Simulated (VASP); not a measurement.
# C (Fd-3m) in VASP: further runs

C is run at these levels: PBE; tasks: vibrations by perturbation theory, elastic constants.

Program: VASP 6.6.1. These are calculated values, not measurements. Logs are shortened: lines on timing, memory, paths and dates and some standing lists are left out, and cuts for length are marked.

### 1 The cell of the first run

It takes space group Fd-3m (No. 227, cubic). The conventional cell has a = 3.595 Å, b = 3.595 Å, c = 3.595 Å, α = 90.00°, β = 90.00°, γ = 90.00°. C (site symmetry -43m) has 4 C at 1.56 Å within 2.1 Å.

### 2 Vibrations by perturbation theory, PBE (phonons at volume x 1.02)

The input, INCAR:

```
SYSTEM = C
ALGO = Normal
EDIFF = 1E-8
ENCUT = 520
GGA = PE
IBRION = 8
ISIF = 2
ISMEAR = 0
LASPH = .True.
LCHARG = .True.
LEPSILON = .True.
LREAL = .False.
LWAVE = .False.
NBANDS = 11
NELM = 80
NSW = 1
PREC = Accurate
SIGMA = 0.01
```

The input, KPOINTS:

```
k-points
0
Gamma
  12 12 12
  0 0 0
```

The input, POSCAR:

```
C
1.0
    0.0000000000      1.7976232272      1.7976232272
    1.7976232272      0.0000000000      1.7976232272
    1.7976232272      1.7976232272      0.0000000000
C
2
Direct
    0.5000000000      0.5000000000      0.5000000000
    0.7500000000      0.7500000000      0.7500000000
```

Potentials or basis: VASP PAW PBE potentials, release 64 (C).

Command:

```sh
> cat potpaw_PBE.64/C/POTCAR > POTCAR
> mpirun -np 1 vasp_std > vasp.out
```

OUTCAR:

```text
SYSTEM = C
   EDIFF = 1E-8
   ENCUT = 520
   GGA = PE
   IBRION = 8
   ISIF = 2
   ISMEAR = 0
   LASPH = .True.
   LEPSILON = .True.
   LREAL = .False.
   NELM = 80
   NSW = 1
   PREC = Accurate

 ion  position               nearest neighbor table
   1  0.500  0.500  0.500-   2 1.56   2 1.56   2 1.56   2 1.56
   2  0.750  0.750  0.750-   1 1.56   1 1.56   1 1.56   1 1.56

  LATTYP: Found a face centered cubic cell.
 ALAT       =     3.5952464544

  Lattice vectors:

 A1 = (   0.0000000000,   1.7976232272,   1.7976232272)
 A2 = (   1.7976232272,   0.0000000000,   1.7976232272)
 A3 = (   1.7976232272,   1.7976232272,   0.0000000000)

Analysis of symmetry for initial positions (statically):
=====================================================================
 Subroutine PRICEL returns:
 Original cell was already a primitive cell.

 Routine SETGRP: Setting up the symmetry group for a
 face centered cubic supercell.

 Subroutine GETGRP returns: Found 48 space group operations
 (whereof 24 operations were pure point group operations)
 out of a pool of 48 trial point group operations.

The static configuration has the point symmetry T_d .
 The point group associated with its full space group is O_h .

Analysis of symmetry for dynamics (positions and initial velocities):
=====================================================================
 Subroutine PRICEL returns:
 Original cell was already a primitive cell.

 Routine SETGRP: Setting up the symmetry group for a
 face centered cubic supercell.

 Subroutine GETGRP returns: Found 48 space group operations
 (whereof 24 operations were pure point group operations)
 out of a pool of 48 trial point group operations.

The dynamic configuration has the point symmetry T_d .
 The point group associated with its full space group is O_h .

 Subroutine INISYM returns: Found 48 space group operations
 (whereof 24 operations are pure point group operations),
 and found     1 'primitive' translations

----------------------------------------------------------------------------------------

                                     Primitive cell

  volume of cell :      11.6179

  direct lattice vectors                    reciprocal lattice vectors
     0.000000000  1.797623227  1.797623227    -0.278145049  0.278145049  0.278145049
     1.797623227  0.000000000  1.797623227     0.278145049 -0.278145049  0.278145049
     1.797623227  1.797623227  0.000000000     0.278145049  0.278145049 -0.278145049

  length of vectors
     2.542223148  2.542223148  2.542223148     0.481761356  0.481761356  0.481761356

  position of ions in fractional coordinates (direct lattice)
     0.500000000  0.500000000  0.500000000
     0.750000000  0.750000000  0.750000000

  ion indices of the primitive-cell ions
   primitive index   ion index
                 1           1
                 2           2

----------------------------------------------------------------------------------------

 KPOINTS: k-points

Automatic generation of k-mesh.
 Grid dimensions read from file:
 generate k-points for:   12   12   12

[... 485 lines left out ...]
 ------------------------------------------------------

 Free energy of the ion-electron system (eV)
  ---------------------------------------------------
  ---------------------------------------------------
  free energy    TOTEN  =        -0.16933088 eV

  energy without entropy =       -0.16933088

------------------------ aborting loop because EDIFF is reached ----------------------------------------

--------------------------------------- Ionic step        2  -------------------------------------------

------------------------ aborting loop because EDIFF is reached ----------------------------------------

--------------------------------------- Ionic step        3  -------------------------------------------

------------------------ aborting loop because EDIFF is reached ----------------------------------------

 PIEZOELECTRIC TENSOR FIELD DIRECTION 3  (e Angst)
 -----------------------------------------------------------------------------
    -0.00010 -0.00000  0.00000           ( -0.00000  0.00000  0.00000)
     0.00000 -0.00010  0.00000           (  0.00000 -0.00000  0.00000)
     0.00000  0.00000 -0.00027           (  0.00000  0.00000 -0.00001)

 PIEZOELECTRIC TENSOR FIELD DIRECTION 3  (C/m^2)
 -----------------------------------------------------------------------------
    -0.00014 -0.00000  0.00000
     0.00000 -0.00014  0.00000
     0.00000  0.00000 -0.00037

--------------------------------------- Ionic step        4  -------------------------------------------

 Free energy of the ion-electron system (eV)
  ---------------------------------------------------
  ---------------------------------------------------
  free energy    TOTEN  =        -0.11127688 eV

  energy without entropy =       -0.11127688

------------------------ aborting loop because EDIFF is reached ----------------------------------------

 INTERNAL STRAIN TENSOR  FOR ION    1  DIRECTION 1   (eV/Angst):
 -----------------------------------------------------------------------------
     0.00497  0.00000  0.00000
     0.00000 -0.00200  1.79502
     0.00000  1.79502 -0.00200

 MACROSCOPIC STATIC DIELECTRIC TENSOR (including local field effects in DFT)
 ------------------------------------------------------
           5.888838     0.000000     0.000000
           0.000000     5.888838     0.000000
          -0.000000    -0.000000     5.888838
 ------------------------------------------------------

 PIEZOELECTRIC TENSOR (including local field effects)  for field in x, y, z        (e  Angst)
          XX          YY          ZZ          XY          YZ          ZX
  --------------------------------------------------------------------------------
  x     0.00000    -0.00000    -0.00000     0.00000    -0.00000    -0.00000
  y    -0.00000     0.00000    -0.00000    -0.00000    -0.00000    -0.00000
  z     0.00000     0.00000     0.00000    -0.00000    -0.00000     0.00000

 PIEZOELECTRIC TENSOR (including local field effects)  for field in x, y, z        (C/m^2)
          XX          YY          ZZ          XY          YZ          ZX
  --------------------------------------------------------------------------------
  x     0.00000    -0.00000    -0.00000     0.00000    -0.00000    -0.00000
  y    -0.00000     0.00000    -0.00000    -0.00000    -0.00000    -0.00000
  z     0.00000     0.00000     0.00000    -0.00000    -0.00000     0.00000

 BORN EFFECTIVE CHARGES (including local field effects) (in |e|, cummulative output)
 ---------------------------------------------------------------------------------
 ion    1
    1     0.00000     0.00000     0.00000
    2     0.00000     0.00000     0.00000
    3    -0.00000    -0.00000     0.00000
 ion    2
    1    -0.00000     0.00000    -0.00000
    2     0.00000    -0.00000    -0.00000
    3     0.00000     0.00000    -0.00000

 INTERNAL STRAIN TENSOR FOR ION    2 for displacements in x,y,z  (eV/Angst):
          X           Y           Z          XY          YZ          ZX
  --------------------------------------------------------------------------------
  x     0.00000    -0.00000    -0.00000     0.00000    -1.79502     0.00000
  y     0.00000    -0.00000     0.00000     0.00000     0.00000    -1.79502
  z    -0.00000    -0.00000     0.00000    -1.79502     0.00000     0.00000

 SECOND DERIVATIVES (NOT SYMMETRIZED)
 ------------------------------------
               1X          1Y          1Z          2X          2Y          2Z
  1X   -35.505995    0.000000    0.000000   35.505995    0.000000    0.000000
  1Y     0.000000  -35.505995    0.000000    0.000000   35.505995    0.000000
  1Z     0.000000    0.000000  -35.505995    0.000000    0.000000   35.505995
  2X    35.505995    0.000000    0.000000  -35.505995    0.000000    0.000000
  2Y     0.000000   35.505995    0.000000    0.000000  -35.505995    0.000000
  2Z     0.000000    0.000000   35.505995    0.000000    0.000000  -35.505995

 Eigenvectors and eigenvalues of the dynamical matrix
 ----------------------------------------------------

   1 f  =   38.012548 THz   238.839883 2PiTHz 1267.962117 cm-1   157.207196 meV
             X         Y         Z           dx          dy          dz
      1.797623  1.797623  1.797623     0.000000    0.285422    0.646942
      2.696435  2.696435  2.696435     0.000000   -0.285422   -0.646942
[... 16 lines left out ...]
   5 f  =    0.000000 THz     0.000000 2PiTHz    0.000000 cm-1     0.000000 meV
             X         Y         Z           dx          dy          dz
      1.797623  1.797623  1.797623     0.707107    0.000000    0.000000
      2.696435  2.696435  2.696435     0.707107    0.000000    0.000000

   6 f/i=    0.000001 THz     0.000004 2PiTHz    0.000020 cm-1     0.000002 meV
             X         Y         Z           dx          dy          dz
      1.797623  1.797623  1.797623     0.000000    0.183608    0.682853
      2.696435  2.696435  2.696435     0.000000    0.183608    0.682853

--------------------------------------------------------------------------------------------------------

 MACROSCOPIC STATIC DIELECTRIC TENSOR IONIC CONTRIBUTION
 ------------------------------------------------------
           0.000000     0.000000     0.000000
           0.000000     0.000000     0.000000
           0.000000     0.000000     0.000000
 ------------------------------------------------------

 ELASTIC MODULI CONTR FROM IONIC RELAXATION (kBar)
 Direction    XX          YY          ZZ          XY          YZ          ZX
 --------------------------------------------------------------------------------
 XX          -0.0000      0.0000      0.0000     -0.0000      0.0000      0.0000
 YY           0.0000     -0.0000      0.0000     -0.0000     -0.0000     -0.0000
 ZZ           0.0000      0.0000     -0.0000      0.0000     -0.0000      0.0000
 XY          -0.0000     -0.0000      0.0000    -12.5148      0.0000      0.0000
 YZ           0.0000     -0.0000     -0.0000      0.0000    -12.5148      0.0000
 ZX           0.0000     -0.0000      0.0000      0.0000      0.0000    -12.5148
 --------------------------------------------------------------------------------

 PIEZOELECTRIC TENSOR IONIC CONTR  for field in x, y, z        (C/m^2)
          XX          YY          ZZ          XY          YZ          ZX
  --------------------------------------------------------------------------------
  x    -0.00000     0.00000     0.00000     0.00000     0.00000     0.00000
  y    -0.00000     0.00000    -0.00000     0.00000     0.00000     0.00000
  z     0.00000     0.00000    -0.00000     0.00000    -0.00000    -0.00000
```

Run time: 1.8 min. Hardware: 1 thread of Intel Xeon Platinum 8259CL at 2.50GHz (Skylake/Cascade Lake), shared host; peak memory 0.19 GiB.

Results:

```
Electronic dielectric tensor (diagonal) : 5.89
Born charges (mean of the diagonal)     : C +0.00 e
Highest phonon frequency at Γ           : 1268 cm⁻¹
```

Phonon frequencies in cm⁻¹ (negative: imaginary):
```
              q point           frequencies
(0.000, 0.000, 0.000)  0 0 0 1268 1268 1268
```

Electronic dielectric tensor:
```
5.89 0.00 0.00
0.00 5.89 0.00
0.00 0.00 5.89
```

Born effective charge tensors (e):
atom 1, C
```
0.00 0.00 0.00
0.00 0.00 0.00
0.00 0.00 0.00
```
atom 2, C
```
0.00 0.00 0.00
0.00 0.00 0.00
0.00 0.00 0.00
```

Caveat: the cell differs from its parent crystal (phonons at volume x 1.02); the cell wasn't relaxed at this level first, which shifts response properties.

### 3 Elastic constants, PBE

This run uses another cell than the first one, of 5.51 Å³/atom, 0.949 times its volume.

The input, INCAR:

```
  PREC = Accurate
  ENCUT = 600
  EDIFF = 1E-8
  ISMEAR = 0
  SIGMA = 0.01
  LREAL = False
  LASPH = True
  NELM = 60
  ALGO = Normal
  ISIF = 3
  LWAVE = False
  LCHARG = True
  GGA = PE
  IBRION = 6
  NFREE = 2
  POTIM = 0.015
  NSW = 1
```

The input, KPOINTS:

```
regular mesh
0
Gamma
  12 12 12
```

The input, POSCAR:

```
C
1.0
    0.0000000000      1.7664893600      1.7664893600
    1.7664893600      0.0000000000      1.7664893600
    1.7664893600      1.7664893600      0.0000000000
C
2
Direct
    0.5000000000      0.5000000000      0.5000000000
    0.7500000000      0.7500000000      0.7500000000
```

Potentials or basis: VASP PAW PBE potentials, release 64 (C).

Command:

```sh
> cat potpaw_PBE.64/C/POTCAR > POTCAR
> mpirun -np 1 vasp_std > vasp.out
```

OUTCAR:

```text
PREC = Accurate
   ENCUT = 600
   EDIFF = 1E-8
   ISMEAR = 0
   LREAL = False
   LASPH = True
   NELM = 60
   ISIF = 3
   GGA = PE
   IBRION = 6
   NFREE = 2
   POTIM = 0.015
   NSW = 1

 ion  position               nearest neighbor table
   1  0.500  0.500  0.500-   2 1.53   2 1.53   2 1.53   2 1.53
   2  0.750  0.750  0.750-   1 1.53   1 1.53   1 1.53   1 1.53

[... 715 lines left out ...]
      1.766489  1.766489  1.766489     0.000000   -0.707107    0.000000
      2.649734  2.649734  2.649734     0.000000    0.707107    0.000000
[... 21 lines left out ...]
   6 f  =    0.000000 THz     0.000000 2PiTHz    0.000000 cm-1     0.000000 meV
             X         Y         Z           dx          dy          dz
      1.766489  1.766489  1.766489     0.000000    0.000000    0.707107
      2.649734  2.649734  2.649734     0.000000    0.000000    0.707107

--------------------------------------------------------------------------------------------------------

 ELASTIC MODULI CONTR FROM IONIC RELAXATION (kBar)
 Direction    XX          YY          ZZ          XY          YZ          ZX
 --------------------------------------------------------------------------------
 XX          -0.0000     -0.0000     -0.0000      0.0000      0.0000      0.0000
 YY          -0.0000     -0.0000     -0.0000      0.0000      0.0000      0.0000
 ZZ          -0.0000     -0.0000     -0.0000      0.0000      0.0000      0.0000
 XY           0.0000      0.0000      0.0000    -82.1919      0.0000      0.0000
 YZ           0.0000      0.0000      0.0000      0.0000    -82.1919      0.0000
 ZX           0.0000      0.0000      0.0000      0.0000      0.0000    -82.1919
 --------------------------------------------------------------------------------

 TOTAL ELASTIC MODULI (kBar)
 Direction    XX          YY          ZZ          XY          YZ          ZX
 --------------------------------------------------------------------------------
 XX       11107.0202   1528.4296   1528.4296      0.0000     -0.0000     -0.0000
 YY        1528.4296  11107.0202   1528.4296      0.0000      0.0000      0.0000
 ZZ        1528.4296   1528.4296  11107.0202     -0.0000      0.0000      0.0000
 XY           0.0000      0.0000     -0.0000   6019.1238      0.0000      0.0000
 YZ          -0.0000      0.0000      0.0000      0.0000   6019.1238      0.0000
 ZX          -0.0000      0.0000      0.0000      0.0000      0.0000   6019.1238
 --------------------------------------------------------------------------------
```

stdout:

```text
POSCAR found type information on POSCAR C
 POSCAR found :  1 types and       2 ions
 scaLAPACK will be used
 LDA part: xc-table for (Slater+PW92), standard interpolation
 POSCAR, INCAR and KPOINTS ok, starting setup
 FFT: planning ... GRIDC
 FFT: planning ... GRID_SOFT
 FFT: planning ... GRID
 WAVECAR not read
 entering main loop
 Found     1 degrees of freedom:
 Adding 6 more for cell shape distortion
 Finite differences POTIM= 0.01500 DOF=   7
 bond charge predicted
 Finite differences progress:
 bond charge predicted
 Finite differences progress:
 bond charge predicted
 Finite differences progress:
 bond charge predicted
 Finite differences progress:
 bond charge predicted
 Finite differences progress:
 bond charge predicted
 Finite differences progress:
 bond charge predicted
 Finite differences progress:
 bond charge predicted
 Finite differences progress:
 bond charge predicted
 Finite differences progress:
 bond charge predicted
 Finite differences progress:
 bond charge predicted
 Finite differences progress:
 bond charge predicted
 Finite differences progress:
 bond charge predicted
 Finite differences progress:
 bond charge predicted
 Finite differences progress:
```

It took 3.2 min on 1 thread of Intel Xeon Platinum 8259CL at 2.50GHz (Skylake/Cascade Lake), shared host; peak memory 0.19 GiB.

Results:

- Elastic constants C11, C12, C44: 1111, 153, 602 GPa
- Voigt bulk modulus: 472 GPa
- Highest phonon frequency at Γ: 1336 cm⁻¹

Phonon frequencies in cm⁻¹ (negative: imaginary):
| q point | frequencies |
| --- | --- |
| (0.000, 0.000, 0.000) | 0 0 0 1336 1336 1336 |

Elastic tensor in Voigt notation (GPa, in the Cartesian axes of the cell as first typed):
```
1111  153  153    0    0    0
 153 1111  153    0    0    0
 153  153 1111    0    0    0
   0    0    0  602    0    0
   0    0    0    0  602    0
   0    0    0    0    0  602
```

Clamped-ion elastic tensor (GPa):
```
1111  153  153    0    0    0
 153 1111  153    0    0    0
 153  153 1111    0    0    0
   0    0    0  610    0    0
   0    0    0    0  610    0
   0    0    0    0    0  610
```

Caveat: the cell is under stress, which shifts elastic constants.

(Part 1 of 2 ends here.)
